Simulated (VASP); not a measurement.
# ZnSe (P6_3/mmc) in VASP: notebook, part 2 of 2

VASP 6.6.1. Earlier steps stand in the parts before.

## (3) Single point, LDA

Contents of INCAR:

```
SYSTEM = ZnSe
PREC     = Accurate       ! precision mode
ENCUT    = 520            ! plane-wave cutoff, eV
EDIFF    = 1E-6           ! SCF threshold, eV
ISMEAR   = 0              ! smearing method
SIGMA    = 0.01           ! smearing width, eV
LREAL    = .FALSE.        ! projectors in reciprocal space
LASPH    = .TRUE.         ! aspherical terms in the spheres
NELM     = 80             ! most SCF steps
ALGO     = Normal         ! electronic algorithm
ISIF     = 2              ! what is computed and relaxed
LWAVE    = .FALSE.        ! write WAVECAR
LCHARG   = .FALSE.        ! write CHGCAR
NBANDS   = 26             ! bands
```

Contents of KPOINTS:

```
Automatic mesh
0
G
  6 6 2
  0 0 0
```

Contents of POSCAR:

```
ZnSe
1.0
    4.1513888412      0.0000000000      0.0000000000
   -2.0756944206      3.5952081974      0.0000000000
    0.0000000000      0.0000000000      6.1747441704
Zn Se
2 2
Direct
    0.3333333333      0.6666666667      0.2500000000
    0.6666666667      0.3333333333      0.7500000000
    0.6666666667      0.3333333333      0.2500000000
    0.3333333333      0.6666666667      0.7500000000
```

Potentials or basis: VASP PAW LDA potentials, release 64 (Zn, Se).

Command:

```bash
> cat potpaw_LDA.64/Zn/POTCAR potpaw_LDA.64/Se/POTCAR > POTCAR
> mpirun -np 1 vasp_std > vasp.out
```

OUTCAR:

```text
SYSTEM = ZnSe
   PREC = Accurate
   ENCUT = 520
   EDIFF = 1E-6
   ISMEAR = 0
   LREAL = .FALSE.
   LASPH = .TRUE.
   NELM = 80
   ISIF = 2

 ion  position               nearest neighbor table
   1  0.333  0.667  0.250-   3 2.40   3 2.40   3 2.40
   2  0.667  0.333  0.750-   4 2.40   4 2.40   4 2.40
   3  0.667  0.333  0.250-   1 2.40   1 2.40   1 2.40
   4  0.333  0.667  0.750-   2 2.40   2 2.40   2 2.40

  LATTYP: Found a hexagonal cell.
 ALAT       =     4.1513888412
 C/A-ratio  =     1.4873923900

  Lattice vectors:

 A1 = (   4.1513888412,   0.0000000000,   0.0000000000)
 A2 = (  -2.0756944206,   3.5952081974,   0.0000000000)
 A3 = (   0.0000000000,   0.0000000000,   6.1747441704)

Analysis of symmetry for initial positions (statically):
=====================================================================
 Subroutine PRICEL returns:
 Original cell was already a primitive cell.

 Routine SETGRP: Setting up the symmetry group for a
 hexagonal supercell.

 Subroutine GETGRP returns: Found 24 space group operations
 (whereof 12 operations were pure point group operations)
 out of a pool of 24 trial point group operations.

The static configuration has the point symmetry D_3d.
 The point group associated with its full space group is D_6h.

Analysis of symmetry for dynamics (positions and initial velocities):
=====================================================================
 Subroutine PRICEL returns:
 Original cell was already a primitive cell.

 Routine SETGRP: Setting up the symmetry group for a
 hexagonal supercell.

 Subroutine GETGRP returns: Found 24 space group operations
 (whereof 12 operations were pure point group operations)
 out of a pool of 24 trial point group operations.

The dynamic configuration has the point symmetry D_3d.
 The point group associated with its full space group is D_6h.

 Subroutine INISYM returns: Found 24 space group operations
 (whereof 12 operations are pure point group operations),
 and found     1 'primitive' translations
[... 107 lines left out ...]
     AMIX     =   0.40;   BMIX     =  1.00
     AMIX_MAG =   1.60;   BMIX_MAG =  1.00
  volume/ion in A,a.u.               =      23.04       155.48
  Fermi-wavevector in a.u.,A,eV,Ry     =   1.196732  2.261495 19.485817  1.432167
  Thomas-Fermi vector in A             =   2.332665
   LORBIT       =      0    0 simple, 1 ext, 2 COOP (PROOUT), +10 PAW based schemes
   GGA     = CA    functional components
   LHFCALC =     F    Hartree Fock is set to
   AEXX    =    0.0000 exact exchange contribution
   IVDW    =     0    specifies the selected vdW correction
   LEPSILON=     F    determine dielectric tensor
   LRPA    =     F    only Hartree local field effects (RPA)
 non-spin polarized calculation
 Gauss-broadening in eV      SIGMA  =   0.01
  energy-cutoff  :      520.00
  volume of cell :       92.16
 maximum number of plane-waves:      2525
 NGX is ok and might be reduce to    32
   NGX = 15   NGY = 15   NGZ = 23

 number of electron      35.9999989 magnetization

 Free energy of the ion-electron system (eV)
  ---------------------------------------------------
  ext. energy  EPLUGINS =         0.00000000
  ---------------------------------------------------
  free energy    TOTEN  =       -13.86733652 eV

  energy without entropy =      -13.86733652  energy(sigma->0) =      -13.86733652

 E-fermi :   1.8721     XC(G=0):  -9.6528

 val. band max:        1.8187537876   @ k =   0.0000   0.0000   0.0000
 cond. band min:       1.9468872850   @ k =   0.0000   0.0000   0.0000
 fundamental gap:      0.1281334974
 Fermi energy:         1.8721232288

 k-point     1 :       0.0000    0.0000    0.0000
  band No.  band energies     occupation
      1     -11.7807      2.00000
      2     -10.9209      2.00000
      3      -5.4854      2.00000
      4      -5.4854      2.00000
      5      -5.4678      2.00000
      6      -5.4678      2.00000
[... 395 lines left out ...]
     25       9.2090      0.00000
     26       9.2090      0.00000

------------------------ aborting loop because EDIFF is reached ----------------------------------------

  FORCE on cell =-STRESS in cart. coord.  units (eV):
  Direction    XX          YY          ZZ          XY          YZ          ZX
  --------------------------------------------------------------------------------------
  -------------------------------------------------------------------------------------
  Total       -1.8954997     -1.8954997     -1.3771969     -0.0000000     -0.0000000      0.0000000
  in kB      -32.9532211    -32.9532211    -23.9425390     -0.0000000     -0.0000000      0.0000000
  external PRESSURE =     -29.9496604 kB  Pullay stress =       0.0000000 kB

 VOLUME and BASIS-vectors are now :
 -----------------------------------------------------------------------------
  energy-cutoff  :      520.00
  volume of cell :       92.16
      direct lattice vectors                 reciprocal lattice vectors
     4.151388841  0.000000000  0.000000000     0.240883241  0.139074004  0.000000000
    -2.075694421  3.595208197  0.000000000     0.000000000  0.278148008  0.000000000
     0.000000000  0.000000000  6.174744170     0.000000000  0.000000000  0.161950029

 POSITION                                       TOTAL-FORCE (eV/Angst)
 -----------------------------------------------------------------------------------
     -0.00000      2.39681      1.54369        -0.000000      0.000000      0.000000
      2.07569      1.19840      4.63106         0.000000     -0.000000      0.000000
      2.07569      1.19840      1.54369        -0.000000      0.000000      0.000000
     -0.00000      2.39681      4.63106         0.000000     -0.000000      0.000000
 -----------------------------------------------------------------------------------
    total drift:                               -0.000000      0.000000      0.000000

  FREE ENERGIE OF THE ION-ELECTRON SYSTEM (eV)
  ---------------------------------------------------
  free  energy   TOTEN  =       -13.8673365223 eV

  energy  without entropy=      -13.8673365223  energy(sigma->0) =      -13.86733652
```

OSZICAR:

```text
N       E                     dE             d eps       ncg     rms          rms(c)
DAV:   1     0.230696214332E+03    0.23070E+03   -0.16795E+04   728   0.157E+03
DAV:   2     0.805114342689E+01   -0.22265E+03   -0.21261E+03   746   0.330E+02
DAV:   3    -0.141615915485E+02   -0.22213E+02   -0.22010E+02   884   0.105E+02
DAV:   4    -0.146376797638E+02   -0.47609E+00   -0.47514E+00   824   0.151E+01
DAV:   5    -0.146407882012E+02   -0.31084E-02   -0.31080E-02   858   0.122E+00    0.680E+00
DAV:   6    -0.139246657189E+02    0.71612E+00   -0.15388E+00   978   0.308E+01    0.522E+00
DAV:   7    -0.138776065482E+02    0.47059E-01   -0.74716E-01   794   0.545E+00    0.206E+00
DAV:   8    -0.138688156911E+02    0.87909E-02   -0.17409E-02   754   0.131E+00    0.590E-01
DAV:   9    -0.138673046775E+02    0.15110E-02   -0.41566E-03   998   0.102E+00    0.111E-01
DAV:  10    -0.138673201871E+02   -0.15510E-04   -0.39303E-04   866   0.262E-01    0.594E-02
DAV:  11    -0.138673389864E+02   -0.18799E-04   -0.74051E-05   878   0.812E-02    0.110E-02
DAV:  12    -0.138673362324E+02    0.27540E-05   -0.21054E-05   980   0.798E-02    0.390E-03
DAV:  13    -0.138673365223E+02   -0.28996E-06   -0.22686E-06   658   0.129E-02
   1 F= -.13867337E+02 E0= -.13867337E+02  d E =-.334268E-16
```

Wall time 20 s (1 thread of Intel Xeon Platinum 8488C (Sapphire Rapids), shared host); peak memory 0.19 GiB.

Results:

```yaml
Free_energy: -13.8673 eV
Pressure: -3.0 GPa
Band_gap_on_the_k_mesh: 0.13 eV, direct
```

Stress tensor (GPa, compression positive):
```
-3.30  0.00  0.00
 0.00 -3.30  0.00
 0.00  0.00 -2.39
```

Caveat: the k points lie up to 0.51 Å⁻¹ apart.

## (4) Single point, PBE

Contents of INCAR:

```
SYSTEM = ZnSe
PREC     = Accurate       ! precision mode
ENCUT    = 520            ! plane-wave cutoff, eV
EDIFF    = 1E-6           ! SCF threshold, eV
ISMEAR   = 0              ! smearing method
SIGMA    = 0.01           ! smearing width, eV
LREAL    = .False.        ! projectors in reciprocal space
LASPH    = .True.         ! aspherical terms in the spheres
NELM     = 80             ! most SCF steps
ALGO     = Normal         ! electronic algorithm
ISIF     = 2              ! what is computed and relaxed
LWAVE    = .False.        ! write WAVECAR
LCHARG   = .True.         ! write CHGCAR
GGA      = PE             ! functional
LELF     = .True.         ! ELF
LVHAR    = .True.       
NBANDS   = 26             ! bands
```

Contents of KPOINTS:

```
regular mesh
0
Gamma
  6 6 4
  0 0 0
```

POSCAR is that of step 3.

Potentials or basis: VASP PAW PBE potentials, release 64 (Zn, Se).

Command:

```bash
> cat potpaw_PBE.64/Zn/POTCAR potpaw_PBE.64/Se/POTCAR > POTCAR
> mpirun -np 1 vasp_std > vasp.out
```

It took 42 s on 1 thread of Intel Xeon Platinum 8488C (Sapphire Rapids), shared host; peak memory 0.22 GiB.

It converged, with:

* Free energy: -11.2954 eV
* Pressure: 2.3 GPa
* Band gap on the k mesh: 0.33 eV, direct

Stress tensor (GPa, compression positive):
```
2.87 0.00 0.00
0.00 2.87 0.00
0.00 0.00 1.03
```

Levels at points of the mesh, in eV from the valence-band top:
```
           k point  band 16  band 17  band 18  band 19  band 20  band 21
(0.00, 0.00, 0.00)    -0.71    -0.71     0.00     0.33     0.84     4.93
(0.50, 0.00, 0.00)    -2.72    -1.84    -1.32     1.75     3.17     4.99
(0.00, 0.00, 0.50)    -1.13    -1.13    -1.13     1.56     1.56     5.29
(0.50, 0.00, 0.50)    -2.43    -0.94    -0.94     2.74     2.74     3.72
```

A k mesh can miss the band edges.

## (5) Single point, r2SCAN

POSCAR is that of step 4.

Contents of INCAR.step1:

```
PREC = Accurate ; ENCUT = 520
ISMEAR = 0 ; SIGMA = 0.01
LREAL = False ; LASPH = True
NELM = 80 ; NBANDS = 26
GGA = PE ; ALGO = Normal
EDIFF = 1E-4 ; LWAVE = True
LCHARG = False
```

Contents of INCAR.step2:

```
PREC = Accurate ; ENCUT = 520
EDIFF = 1E-6 ; ISMEAR = 0
SIGMA = 0.01 ; LREAL = False
LASPH = True ; NELM = 80
ALGO = Normal ; ISIF = 2
LWAVE = False ; LCHARG = False
METAGGA = R2SCAN ; LMIXTAU = True
NBANDS = 26 ; ISTART = 1
```

Contents of KPOINTS:

```
regular mesh
0
Gamma
  6 6 2
```

Command:

```bash
> cat potpaw_PBE.64/Zn/POTCAR potpaw_PBE.64/Se/POTCAR > POTCAR
> cp INCAR.step1 INCAR
> mpirun -np 1 vasp_std > vasp.out
> cp INCAR.step2 INCAR
> mpirun -np 1 vasp_std > vasp.out
```

Wall time 84 s (1 thread of Intel Xeon Platinum 8488C (Sapphire Rapids), shared host); peak memory 0.23 GiB.

It converged, with:

```yaml
Free_energy: -49.0181 eV
Pressure: 0.2 GPa
Band_gap_on_the_k_mesh: 0.83 eV, direct
```

Stress tensor (GPa, compression positive):
```
0.04 0.00 0.00
0.00 0.04 0.00
0.00 0.00 0.47
```

Levels at points of the mesh, in eV from the valence-band top:
| k point | band 16 | band 17 | band 18 | band 19 | band 20 | band 21 |
| --- | --- | --- | --- | --- | --- | --- |
| (0.00, 0.00, 0.00) | -0.72 | -0.72 | 0.00 | 0.83 | 1.44 | 5.39 |
| (0.50, 0.00, 0.00) | -2.74 | -1.86 | -1.32 | 2.13 | 3.68 | 5.39 |
| (0.00, 0.00, 0.50) | -1.13 | -1.13 | -1.13 | 2.07 | 2.07 | 5.77 |
| (0.50, 0.00, 0.50) | -2.46 | -0.95 | -0.95 | 3.15 | 3.15 | 4.23 |

Caveat: the k points lie up to 0.51 Å⁻¹ apart; the PAW data sets were made with another functional, which shifts forces and pressure a little. r2SCAN opens gaps a little over a GGA but as a rule still falls short of measured ones.

## (6) The runs side by side

```tsv
level	potentials or basis	k mesh	gap on the mesh (eV)	pressure (GPa)
PBE	VASP PAW PBE potentials, release 64 (Zn, Se)	6 × 6 × 2	0.33	2.3
LDA	VASP PAW LDA potentials, release 64 (Zn, Se)	6 × 6 × 2	0.13	-3.0
PBE	VASP PAW PBE potentials, release 64 (Zn, Se)	6 × 6 × 4	0.33	2.3
r2SCAN	VASP PAW PBE potentials, release 64 (Zn, Se)	6 × 6 × 2	0.83	0.2
```

Alike in all rows: task single point; no spin polarisation; cell as given; cutoff (eV) 520; smearing gaussian 0.01 eV.

Caveats: some runs use coarse meshes; the PAW data sets were made with another functional, which shifts forces and pressure a little (some runs).

Absolute energies hang on the potentials; compare differences alone.
